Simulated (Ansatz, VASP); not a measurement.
Two plane-wave programs on HfB2

The input POSCAR:

```
HfB2
1.0
    0.0000000000      2.7160800000      2.7160800000
    2.7160800000      0.0000000000      2.7160800000
    2.7160800000      2.7160800000      0.0000000000
Hf B
1 2
Direct
    0.0000000000      0.0000000000      0.0000000000
    0.2500000000      0.2500000000      0.2500000000
    0.7500000000      0.7500000000      0.7500000000
```

File INCAR.step1:

```
SYSTEM = HfB2
ALGO     = Normal         ! electronic algorithm
EDIFF    = 1E-5           ! SCF threshold, eV
ENCUT    = 520            ! plane-wave cutoff, eV
GGA      = PE             ! functional
ISIF     = 2              ! what is computed and relaxed
ISMEAR   = -1             ! smearing method
LASPH    = .TRUE.         ! aspherical terms in the spheres
LREAL    = .FALSE.        ! projectors in reciprocal space
LWAVE    = .TRUE.         ! write WAVECAR
NBANDS   = 15             ! bands
NELM     = 60             ! most SCF steps
PREC     = Accurate       ! precision mode
SIGMA    = 0.05           ! smearing width, eV
```

The input INCAR.step2:

```
SYSTEM = HfB2
AEXX     = 0.5            ! exact-exchange fraction
ALGO     = Normal         ! electronic algorithm
EDIFF    = 1E-6           ! SCF threshold, eV
ENCUT    = 520            ! plane-wave cutoff, eV
GGA      = PE             ! functional
HFSCREEN = 0.2            ! screening, 1/A
ISIF     = 2              ! what is computed and relaxed
ISMEAR   = -1             ! smearing method
ISTART   = 1            
LASPH    = .TRUE.         ! aspherical terms in the spheres
LCHARG   = .TRUE.         ! write CHGCAR
LELF     = .TRUE.         ! ELF
LHFCALC  = .TRUE.         ! exact exchange
LREAL    = .FALSE.        ! projectors in reciprocal space
LVHAR    = .TRUE.       
LWAVE    = .FALSE.        ! write WAVECAR
NBANDS   = 15             ! bands
NELM     = 60             ! most SCF steps
PREC     = Accurate       ! precision mode
PRECFOCK = Normal       
SIGMA    = 0.05           ! smearing width, eV
```

File KPOINTS:

```
k-points
0
G
  5 5 5
  0 0 0
```

File input:

```
crystal:
  lattice:
    - [0.0, 2.71608, 2.71608]
    - [2.71608, 0.0, 2.71608]
    - [2.71608, 2.71608, 0.0]
  atoms:
    - { symbol: Hf, position: [0.0, 0.0, 0.0] }
    - { symbol: B, position: [0.25, 0.25, 0.25] }
    - { symbol: B, position: [0.75, 0.75, 0.75] }
hamiltonian:
  xc: { exchange: pbe, correlation: pbe, exx: { coeff: 0.5, omega: 0.2 } }
  pseudopotentials: { kind: paw }
kpoints:
  mp_grid: { grid: [5, 5, 5] }
scf:
  occupations: { method: fermi_dirac, width: 0.05 }
output:
  forces: true
  stress: true
  eigenvalues: true
```

Alike in both runs: task single point; functional PBE-based screened hybrid with a share of 0.5 of exact exchange and HFSCREEN = 0.2; k mesh 5 × 5 × 5; occupations fermi-dirac, width 0.05 eV; no spin polarisation.

```csv
,VASP,Ansatz
version,VASP 6.6.1,Ansatz 0.2.0
potentials or method,"VASP PAW PBE potentials, release 64 (Hf_pv, B)",Ansatz PAW
plane-wave cutoff (eV),520,420
valence electrons in the cell,16,32
```

VASP gave:

| Property | Result |
| --- | --- |
| gap on the k mesh at the Fermi level (eV) | none |
| pressure (GPa) | -5.7 |

Problem. What did Ansatz give for the same quantities?

Solution. gap on the k mesh at the Fermi level (eV): none; pressure (GPa): -3.3.

VASP's potentials were made for PBE, not for PBE-based screened hybrid. A gap of «none» marks a metal or a gap that the smearing closes. The functional is the same, so the differences come from potentials, cutoffs and numerics. VASP's potentials hold 16 valence electrons a cell and Ansatz's 32, so a difference there can come from the potentials and not from the codes.

The k mesh is coarse, so the values compare programs but aren't converged. Spin-orbit coupling is off throughout.
